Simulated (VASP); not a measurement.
Write the native input for VASP 6.6.1 that does the following.

```yaml
Task: single point
Functional: PBE
Potentials_or_basis: VASP PAW PBE potentials, release 64 (Mn_sv, S)
Cutoff: 600 eV
k_mesh: 8 × 8 × 8
Occupations: fermi-dirac, width 0.05 eV
Spin: collinear spin, ferromagnetic start
Starting_moments: "[1.0, 0.0] μB"
Fixed_moment: 1 μB
Dipole_correction: no
Further_INCAR_settings: ALGO = Normal; EDIFF = 1e-06; NBANDS = 22
```

The structure of MnS lies in POSCAR:

```
MnS
1.0
    1.8299960138      1.0565486912      2.9709202777
   -1.8299960138      1.0565486912      2.9709202777
    0.0000000000     -2.1130973823      2.9709202777
Mn S
1 1
Direct
    0.0000000000      0.0000000000      0.0000000000
    0.5000000000      0.5000000000      0.5000000000
```

One way to write it, as run:

INCAR

```
ALGO = Normal
EDIFF = 1E-6
ENCUT = 600
GGA = PE
GGA_COMPAT = False
ISIF = 2
ISMEAR = -1
ISPIN = 2
LASPH = True
LCHARG = False
LMAXMIX = 4
LORBIT = 11
LREAL = False
LWAVE = False
MAGMOM = 1 0
NBANDS = 22
NELM = 200
NUPDOWN = 1.0
PREC = Accurate
SIGMA = 0.05
```

KPOINTS

```
k-points
0
Gamma
  8 8 8
```

Potentials or basis: VASP PAW PBE potentials, release 64 (Mn_sv, S).

Run with:

```bash
$ cat potpaw_PBE.64/Mn_sv/POTCAR potpaw_PBE.64/S/POTCAR > POTCAR
$ mpirun -np 1 vasp_std > vasp.out
```

Results of the run:

```json
{
  "Pressure": "-17.9 GPa",
  "Net moment": "1.00 μB per cell",
  "Site moments": "Mn +0.98; S +0.00 μB",
  "Valence electrons inside the program's atomic spheres": "Mn 12.85; S 3.65"
}
```

Caveat: the cell stands under tension; the total moment is fixed, so each spin has its own Fermi level; a cell with one magnetic atom can't hold antiferromagnetic order, which such compounds often take.

Wall time 2.5 min on 1 thread of AMD EPYC 7R43 64-Core Processor (Zen 3), with other jobs on the host, peak memory 0.21 GiB.
